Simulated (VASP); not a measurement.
A run of VASP 6.6.1 is set up as follows.

File INCAR:

```
SYSTEM = Ti
PREC = Accurate
ENCUT = 520
EDIFF = 1E-7
ISMEAR = -1
SIGMA = 0.1
LREAL = .False.
LASPH = .True.
NELM = 80
ALGO = Normal
ISIF = 2
LWAVE = .False.
LCHARG = .False.
GGA = PE
NBANDS = 19
```

Contents of KPOINTS:

```
Automatic mesh
0
Gamma
  16 16 16
  0 0 0
```

Contents of POSCAR:

```
Ti
1.0
    0.0000000000      2.7309668619      2.7309668619
    2.7309668619      0.0000000000      2.7309668619
    2.7309668619      2.7309668619      0.0000000000
Ti
2
Direct
    0.1250000000      0.1250000000      0.1250000000
    0.8750000000      0.8750000000      0.8750000000
```

Potentials or basis: VASP PAW PBE potentials, release 64 (Ti_sv).

Command:

```bash
$ cat potpaw_PBE.64/Ti_sv/POTCAR > POTCAR
$ mpirun -np 1 vasp_std > vasp.out
```

**Question.** Predict the pressure.

**Answer.** 5.1 GPa.

**Question.** What does it give for the band gap on the k mesh?

**Answer.** Zero (band 12 reaches 6.55 eV, above the bottom of band 13 at 6.23 eV).
